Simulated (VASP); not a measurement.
## SiB5: single point with PBE

Crystal: SiB5.

```xyz
6
Lattice="3.5549 0.0000 0.0000 -1.7775 3.0787 0.0000 0.0000 0.0000 4.5121" Properties=species:S:1:pos:R:3 pbc="T T T"
Si    1.7775    1.0262    0.0000
B     0.0000    2.0524    0.0000
B    -0.8880    2.5651    2.2560
B     0.0000    1.0270    2.2560
B     0.8880    2.5651    2.2560
B     0.0000    0.0000    0.0000
```

The cell was generated, and may not be a known phase.

```
Program             : VASP 6.6.1
Task                : single point
Functional          : PBE
Potentials or basis : VASP PAW PBE potentials, release 64 (Si, B)
Cutoff              : 500 eV
k mesh              : 5 × 5 × 3
Occupations         : gaussian, width 0.2 eV
Spin                : no spin polarisation
```

* Pressure: -0.2 GPa
* Largest force: 0.032 eV/Å
* Band gap on the k mesh: zero (an odd number of electrons rules out a gap without spin polarisation)

Forces on the atoms (eV/Å):
```
Si   0.000  0.000  0.000
B    0.000  0.000  0.000
B   -0.028  0.016  0.000
B    0.000 -0.032  0.000
B    0.028  0.016  0.000
B    0.000  0.000  0.000
```

Stress tensor (GPa, compression positive):
```
-0.32  0.00  0.00
 0.00 -0.32  0.00
 0.00  0.00 -0.07
```

Levels at points of the mesh, in eV from the Fermi level:
| k point | band 7 | band 8 | band 9 | band 10 | band 11 | band 12 | band 13 | band 14 |
| --- | --- | --- | --- | --- | --- | --- | --- | --- |
| (0.00, 0.00, 0.00) | -3.69 | -3.69 | -0.30 | -0.30 | 1.78 | 2.31 | 3.42 | 3.58 |

It took 9 s on 1 thread of Intel(R) Xeon(R) Platinum 8375C CPU @ 2.90GHz (Ice Lake), with other jobs on the host, peak memory 0.16 GiB.

Caveat: the k points lie up to 0.46 Å⁻¹ apart, too coarse for converged energies and pressures of a metal.
